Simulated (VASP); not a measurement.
# AlIn2B2As (P-4m2) in VASP: notebook

The runs below take AlIn2B2As through single point, relaxation of cell and atoms, with PBE.

Everything below comes from runs of VASP 6.6.1. Logs are shortened: lines on timing, memory, paths and dates and some standing lists are left out, and cuts for length are marked.

**1. The cell of the first run**

The structure is tetragonal, space group P-4m2 (No. 115). The conventional cell has a = 3.897 Å, b = 3.897 Å, c = 6.960 Å, α = 90.00°, β = 90.00°, γ = 90.00°. Within 3.0 Å of Al (site symmetry -4m2) lie 4 B at 2.24 Å and 4 As at 2.76 Å. In (site symmetry 2mm) has 6 B at 3.16 to 3.76 Å and 8 In at 3.21 to 3.90 Å and 2 Al at 3.29 Å and 2 As at 3.29 Å within 4.2 Å. B (site symmetry 2mm) has 2 Al at 2.24 Å and 2 As at 2.24 Å within 3.0 Å. As (site symmetry -4m2) has 4 B at 2.24 Å and 4 Al at 2.76 Å within 3.0 Å.

The cell was built from a structure type or drawn by symmetry, and may not be a known phase.

**2. Single point, PBE**

Input file INCAR:

```
SYSTEM = AlIn2B2As
ALGO = Normal
EDIFF = 1E-7
ENCUT = 520
GGA = PE
ISIF = 2
ISMEAR = 0
LASPH = .TRUE.
LCHARG = .FALSE.
LREAL = .FALSE.
LWAVE = .FALSE.
NBANDS = 29
NELM = 80
PREC = Accurate
SIGMA = 0.2
```

Input file KPOINTS:

```
k-points
0
G
  4 4 3
  0 0 0
```

Input file POSCAR:

```
AlIn2B2As
1.0
    3.8966903980      0.0000000000      0.0000000000
    0.0000000000      3.8966903980      0.0000000000
    0.0000000000      0.0000000000      6.9602226380
Al In B As
1 2 2 1
Direct
    0.0000000000      0.0000000000      0.0000000000
    0.5000000000      0.0000000000      0.3816310792
    0.0000000000      0.5000000000      0.6183689208
    0.5000000000      0.0000000000      0.8409059615
    0.0000000000      0.5000000000      0.1590940385
    0.5000000000      0.5000000000      0.0000000000
```

Potentials or basis: VASP PAW PBE potentials, release 64 (Al, In_d, B, As).

Command:

```sh
$ cat potpaw_PBE.64/Al/POTCAR potpaw_PBE.64/In_d/POTCAR potpaw_PBE.64/B/POTCAR potpaw_PBE.64/As/POTCAR > POTCAR
$ mpirun -np 1 vasp_std > vasp.out
```

OUTCAR:

```text
SYSTEM = AlIn2B2As
   EDIFF = 1E-7
   ENCUT = 520
   GGA = PE
   ISIF = 2
   ISMEAR = 0
   LASPH = .TRUE.
   LREAL = .FALSE.
   NELM = 80
   PREC = Accurate

 ion  position               nearest neighbor table
   1  0.000  0.000  0.000-   4 2.24   5 2.24   5 2.24   4 2.24   6 2.76   6 2.76   6 2.76   6 2.76
                             2 3.29   3 3.29   3 3.29   2 3.29
   2  0.500  0.000  0.382-   3 3.21   3 3.21   3 3.21   3 3.21   6 3.29   1 3.29   6 3.29   1 3.29

   3  0.000  0.500  0.618-   2 3.21   2 3.21   2 3.21   2 3.21   1 3.29   6 3.29   6 3.29   1 3.29

   4  0.500  0.000  0.841-   1 2.24   6 2.24   6 2.24   1 2.24
   5  0.000  0.500  0.159-   1 2.24   6 2.24   1 2.24   6 2.24
   6  0.500  0.500  0.000-   4 2.24   5 2.24   4 2.24   5 2.24   1 2.76   1 2.76   1 2.76   1 2.76
                             2 3.29   3 3.29   2 3.29   3 3.29

  LATTYP: Found a simple tetragonal cell.
 ALAT       =     3.8966903980
 C/A-ratio  =     1.7861882590

  Lattice vectors:

 A1 = (   3.8966903980,   0.0000000000,   0.0000000000)
 A2 = (   0.0000000000,   3.8966903980,   0.0000000000)
 A3 = (   0.0000000000,   0.0000000000,   6.9602226380)

Analysis of symmetry for initial positions (statically):
=====================================================================
 Subroutine PRICEL returns:
 Original cell was already a primitive cell.

 Routine SETGRP: Setting up the symmetry group for a
 simple tetragonal supercell.

 Subroutine GETGRP returns: Found  8 space group operations
 (whereof  8 operations were pure point group operations)
 out of a pool of 16 trial point group operations.

The static configuration has the point symmetry D_2d.

Analysis of symmetry for dynamics (positions and initial velocities):
=====================================================================
 Subroutine PRICEL returns:
 Original cell was already a primitive cell.

 Routine SETGRP: Setting up the symmetry group for a
 simple tetragonal supercell.

 Subroutine GETGRP returns: Found  8 space group operations
 (whereof  8 operations were pure point group operations)
 out of a pool of 16 trial point group operations.

The dynamic configuration has the point symmetry D_2d.

 Subroutine INISYM returns: Found  8 space group operations
 (whereof  8 operations are pure point group operations),
 and found     1 'primitive' translations

[... 90 lines left out ...]
   LREAL  =      F    real-space projection
   EDIFFG = 0.1E-05   stopping-criterion for IOM
   NSW    =      0    number of steps for IOM
   IBRION =     -1    ionic relax: 0-MD 1-quasi-New 2-CG
   NFREE  =      0    steps in history (QN), initial steepest desc. (CG)
   ISIF   =      2    stress and relaxation
   ISYM   =      2    0-nonsym 1-usesym 2-fastsym
   POTIM  = 0.5000    time-step for ionic-motion
   TEBEG  =    0.0;   TEEND  =   0.0 temperature during run
   PSTRESS=    0.0 pullay stress
   NELECT =      40.0000    total number of electrons
   NUPDOWN=      -1.0000    fix difference up-down
   EMIN   =  10.00;   EMAX   =-10.00  energy-range for DOS
   EFERMI =   0.00;   METHOD = LEGACY
   ISMEAR =     0;   SIGMA  =   0.20  broadening in eV -4-tet -1-fermi 0-gaus
   EFERMI_NEDOS =   21; number of points for ismear=-14 and -15
   IALGO  =     38    algorithm
   IMIX   =      4    mixing-type and parameters
     AMIX     =   0.40;   BMIX     =  1.00
     AMIX_MAG =   1.60;   BMIX_MAG =  1.00
  volume/ion in A,a.u.               =      17.61       118.87
  Fermi-wavevector in a.u.,A,eV,Ry     =   1.184195  2.237804 19.079688  1.402318
  Thomas-Fermi vector in A             =   2.320414
   LORBIT       =      0    0 simple, 1 ext, 2 COOP (PROOUT), +10 PAW based schemes
   GGA     = PE    functional components
   LHFCALC =     F    Hartree Fock is set to
   AEXX    =    0.0000 exact exchange contribution
   IVDW    =     0    specifies the selected vdW correction
   LEPSILON=     F    determine dielectric tensor
   LRPA    =     F    only Hartree local field effects (RPA)
 non-spin polarized calculation
 Gauss-broadening in eV      SIGMA  =   0.20
  energy-cutoff  :      520.00
  volume of cell :      105.69
 maximum number of plane-waves:      2868
 NGX is ok and might be reduce to    30
   NGX = 15   NGY = 15   NGZ = 25

 number of electron      39.9999989 magnetization

 Free energy of the ion-electron system (eV)
  ---------------------------------------------------
  ext. energy  EPLUGINS =         0.00000000
  ---------------------------------------------------
  free energy    TOTEN  =       -22.83246756 eV

  energy without entropy =      -22.79722772  energy(sigma->0) =      -22.81484764

 E-fermi :   6.9161     XC(G=0): -10.4213

 val. band max:        6.7680829879   @ k =   0.2500   0.2500   0.0000
 cond. band min:       7.0178304910   @ k =   0.2500   0.2500   0.0000
 fundamental gap:      0.2497475031
 Fermi energy:         6.9161288907

 k-point     1 :       0.0000    0.0000    0.0000
  band No.  band energies     occupation
      1      -7.7703      2.00000
      2      -7.7011      2.00000
      3      -7.7005      2.00000
      4      -7.6790      2.00000
      5      -7.6790      2.00000
      6      -7.6331      2.00000
[... 373 lines left out ...]
     28      13.9706      0.00000
     29      14.1263      0.00000

------------------------ aborting loop because EDIFF is reached ----------------------------------------

  FORCE on cell =-STRESS in cart. coord.  units (eV):
  Direction    XX          YY          ZZ          XY          YZ          ZX
  --------------------------------------------------------------------------------------
  -------------------------------------------------------------------------------------
  Total        0.0849901      0.0849901     -0.4235692      0.0000000      0.0000000      0.0000000
  in kB        1.2884395      1.2884395     -6.4212561      0.0000000      0.0000000      0.0000000
  external PRESSURE =      -1.2814590 kB  Pullay stress =       0.0000000 kB

 VOLUME and BASIS-vectors are now :
 -----------------------------------------------------------------------------
  energy-cutoff  :      520.00
  volume of cell :      105.69
      direct lattice vectors                 reciprocal lattice vectors
     3.896690398  0.000000000  0.000000000     0.256628035  0.000000000  0.000000000
     0.000000000  3.896690398  0.000000000     0.000000000  0.256628035  0.000000000
     0.000000000  0.000000000  6.960222638     0.000000000  0.000000000  0.143673565

 POSITION                                       TOTAL-FORCE (eV/Angst)
 -----------------------------------------------------------------------------------
      0.00000      0.00000      0.00000         0.000000      0.000000      0.000000
      1.94835      0.00000      2.65624        -0.000000      0.000000     -0.014311
      0.00000      1.94835      4.30399         0.000000      0.000000      0.014311
      1.94835      0.00000      5.85289         0.000000      0.000000      0.059376
      0.00000      1.94835      1.10733         0.000000      0.000000     -0.059376
      1.94835      1.94835      0.00000         0.000000     -0.000000      0.000000
 -----------------------------------------------------------------------------------
    total drift:                                0.000000      0.000000      0.000000

  FREE ENERGIE OF THE ION-ELECTRON SYSTEM (eV)
  ---------------------------------------------------
  free  energy   TOTEN  =       -22.8324675643 eV

  energy  without entropy=      -22.7972277165  energy(sigma->0) =      -22.81484764
```

OSZICAR:

```text
N       E                     dE             d eps       ncg     rms          rms(c)
DAV:   1     0.325152335321E+03    0.32515E+03   -0.17676E+04   696   0.157E+03
DAV:   2     0.106201381748E+02   -0.31453E+03   -0.30375E+03   696   0.392E+02
DAV:   3    -0.235222058826E+02   -0.34142E+02   -0.33148E+02   871   0.135E+02
DAV:   4    -0.249034472956E+02   -0.13812E+01   -0.13750E+01   896   0.256E+01
DAV:   5    -0.249573466590E+02   -0.53899E-01   -0.53883E-01  1054   0.508E+00    0.741E+00
DAV:   6    -0.228109123333E+02    0.21464E+01   -0.63226E+00  1027   0.162E+01    0.374E+00
DAV:   7    -0.228494395592E+02   -0.38527E-01   -0.95951E-01   822   0.354E+00    0.161E+00
DAV:   8    -0.228355238797E+02    0.13916E-01   -0.51103E-02   990   0.135E+00    0.705E-01
DAV:   9    -0.228326005981E+02    0.29233E-02   -0.90217E-03   974   0.539E-01    0.117E-01
DAV:  10    -0.228324681989E+02    0.13240E-03   -0.17317E-03   857   0.218E-01    0.756E-02
DAV:  11    -0.228324677652E+02    0.43373E-06   -0.19047E-04   942   0.783E-02    0.452E-02
DAV:  12    -0.228324680465E+02   -0.28133E-06   -0.32811E-05   918   0.299E-02    0.196E-02
DAV:  13    -0.228324677850E+02    0.26149E-06   -0.37486E-06   955   0.134E-02    0.998E-03
DAV:  14    -0.228324674974E+02    0.28759E-06   -0.74295E-07   744   0.486E-03    0.208E-03
DAV:  15    -0.228324675643E+02   -0.66926E-07   -0.12792E-07   492   0.231E-03
   1 F= -.22832468E+02 E0= -.22814848E+02  d E =-.352398E-01
```

stdout:

```text
POSCAR found type information on POSCAR AlInB As
 POSCAR found :  4 types and       6 ions
 scaLAPACK will be used
 LDA part: xc-table for (Slater+PW92), standard interpolation
 POSCAR, INCAR and KPOINTS ok, starting setup
 FFT: planning ... GRIDC
 FFT: planning ... GRID_SOFT
 FFT: planning ... GRID
 WAVECAR not read
 entering main loop
```

Wall time 62 s (1 thread of Intel Xeon 8259CL, shared host); peak memory 0.23 GiB.

What came out:

```
Free energy            : -22.8325 eV
Pressure               : -0.1 GPa
Largest force          : 0.059 eV/Å
Band gap on the k mesh : zero (bands 20 and 21 overlap by 1.99 eV)
```

Forces in eV/Å, atoms in the order of the input:
```
Al   0.000  0.000  0.000
In   0.000  0.000 -0.014
In   0.000  0.000  0.014
B    0.000  0.000  0.059
B    0.000  0.000 -0.059
As   0.000  0.000  0.000
```

Stress tensor (GPa, compression positive):
```
 0.13  0.00  0.00
 0.00  0.13  0.00
 0.00  0.00 -0.64
```

Levels at points of the mesh, in eV from the Fermi level:
```tsv
k point	band 17	band 18	band 19	band 20	band 21	band 22	band 23	band 24
(0.00, 0.00, 0.00)	-3.18	-0.21	-0.21	0.16	0.75	1.38	2.12	2.29
(0.50, 0.00, 0.00)	-3.82	-1.70	-1.38	-0.20	0.77	2.66	3.43	3.61
(0.50, 0.50, 0.00)	-3.41	-2.53	-2.53	-2.46	-1.81	-1.12	4.04	4.04
```

Caveat: the k points lie up to 0.40 Å⁻¹ apart, too coarse for converged energies and pressures of a metal; spin-orbit coupling is left out, which moves the levels of the heavy elements.

**3. Relaxation of cell and atoms, PBE**

This run uses another cell than the first one, of 19.02 Å³/atom.

Input file INCAR:

```
SYSTEM = AlIn2B2As
PREC = Accurate
ENCUT = 600
EDIFF = 1E-6
ISMEAR = 0
SIGMA = 0.2
LREAL = .FALSE.
LASPH = .TRUE.
NELM = 60
ALGO = Normal
ISIF = 3
LWAVE = .FALSE.
LCHARG = .FALSE.
GGA = PE
IBRION = 2
NSW = 36
EDIFFG = -0.08
```

Input file KPOINTS:

```
Automatic mesh
0
G
  4 4 3
  0 0 0
```

Input file POSCAR:

```
AlIn2B2As
1.0
    4.0894934600      0.0000000000      0.0000000000
    0.0000000000      4.0894934600      0.0000000000
    0.0000000000      0.0000000000      6.8252792500
Al In B As
1 2 2 1
Direct
    0.0000000000      0.0000000000      0.0000000000
    0.5000000000      0.0000000000      0.3182089900
    0.0000000000      0.5000000000      0.6817910100
    0.5000000000      0.0000000000      0.8291289800
    0.0000000000      0.5000000000      0.1708710200
    0.5000000000      0.5000000000      0.0000000000
```

Potentials or basis: VASP PAW PBE potentials, release 64 (Al, In_d, B, As).

Command:

```sh
$ cat potpaw_PBE.64/Al/POTCAR potpaw_PBE.64/In_d/POTCAR potpaw_PBE.64/B/POTCAR potpaw_PBE.64/As/POTCAR > POTCAR
$ mpirun -np 1 vasp_std > vasp.out
```

Run time: 9.7 min. Hardware: 1 thread of Intel Xeon 8259CL, shared host; peak memory 0.3 GiB.

The run converged. Its results:

| Item | Value |
| --- | --- |
| Free energy | -22.8175 eV |
| Relaxed volume | 18.10 Å³/atom |
| Relaxed cell | a = 3.871 Å, b = 3.871 Å, c = 7.246 Å, α = 90.00°, β = 90.00°, γ = 90.00° |
| Space group after relaxing (to 0.1 Å) | P-4m2 (No. 115) |
| Energy gained by relaxing | 149.4 meV/atom |
| Ionic steps | 11 |
| Pressure after relaxing | 0.0 GPa |
| Largest force after relaxing | 0.080 eV/Å |
| Band gap on the k mesh | zero (bands 20 and 21 overlap by 1.68 eV) |

Forces on the atoms (eV/Å):
```
Al   0.000  0.000  0.000
In   0.000  0.000  0.080
In   0.000  0.000 -0.080
B    0.000  0.000 -0.076
B    0.000  0.000  0.076
As   0.000  0.000  0.000
```

Stress tensor (GPa, compression positive):
```
 0.00  0.00  0.00
 0.00  0.00  0.00
 0.00  0.00 -0.08
```

The path:
```csv
step,energy change (eV),largest force (eV/Å),pressure (GPa),volume (Å³)
1,0.0000,1.6059,-1.22,114.15
2,-0.3923,1.2117,-1.08,111.70
3,-0.7893,0.6010,0.12,107.58
4,-0.3004,0.5459,9.78,98.75
5,-0.8468,0.2349,1.61,105.49
6,-0.8474,0.2622,1.46,105.68
7,-0.8757,0.2504,-0.65,109.03
8,-0.8758,0.2550,-0.80,109.27
9,-0.8926,0.0950,-0.36,108.88
10,-0.8964,0.0809,-0.05,108.62
11,-0.8964,0.0798,-0.02,108.60
```

Final structure:
```xyz
6
Lattice="3.8714 0.0000 0.0000 0.0000 3.8714 0.0000 0.0000 0.0000 7.2456" Properties=species:S:1:pos:R:3 pbc="T T T"
Al    0.0000    3.8714    7.2456
In    1.9357    0.0000    2.6529
In    0.0000    1.9357    4.5927
B     1.9357    3.8714    6.1550
B     0.0000    1.9357    1.0906
As    1.9357    1.9357    7.2456
```

Levels at points of the mesh, in eV from the Fermi level:
```
           k point  band 17  band 18  band 19  band 20  band 21  band 22  band 23  band 24
(0.00, 0.00, 0.00)    -3.38    -0.22    -0.22    -0.12     0.52     1.66     1.92     2.69
(0.50, 0.00, 0.00)    -3.91    -1.73    -1.40    -0.36     0.56     2.48     2.97     3.80
(0.50, 0.50, 0.00)    -3.41    -2.54    -2.26    -2.26    -1.47    -0.86     3.49     3.49
```

Caveat: the k points lie up to 0.41 Å⁻¹ apart in the final cell, too coarse for converged energies and pressures of a metal; spin-orbit coupling is left out, which moves the levels of the heavy elements; the relaxation stopped at a loose force limit of 0.08 eV/Å, so its end isn't a converged minimum.
